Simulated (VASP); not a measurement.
Here is a VASP 6.6.1 calculation.

File INCAR:

```
SYSTEM = BP
  PREC = Accurate
  ENCUT = 500
  EDIFF = 1E-6
  ISMEAR = 0
  SIGMA = 0.01
  LREAL = .FALSE.
  LASPH = .TRUE.
  NELM = 120
  ALGO = Normal
  ISIF = 2
  LWAVE = .FALSE.
  LCHARG = .FALSE.
  NBANDS = 11
  GGA_COMPAT = .FALSE.
```

File KPOINTS:

```
Automatic mesh
0
G
  10 10 10
  0 0 0
```

POSCAR

```
BP
1.0
    0.0000000000      2.1476551607      2.1476551607
    2.1476551607      0.0000000000      2.1476551607
    2.1476551607      2.1476551607      0.0000000000
B P
1 1
Direct
    0.0000000000      0.0000000000      0.0000000000
    0.7500000000      0.7500000000      0.7500000000
```

Potentials or basis: VASP PAW LDA potentials, release 64 (B, P).

Launch:

```bash
$ cat potpaw_LDA.64/B/POTCAR potpaw_LDA.64/P/POTCAR > POTCAR
$ mpirun -np 1 vasp_std > vasp.out
```

(1) What does it give for the pressure?

(2) Predict the band gap on the k mesh.

Results:

(1) 29.8 GPa.

(2) 0.98 eV, indirect (least direct gap 3.70 eV).
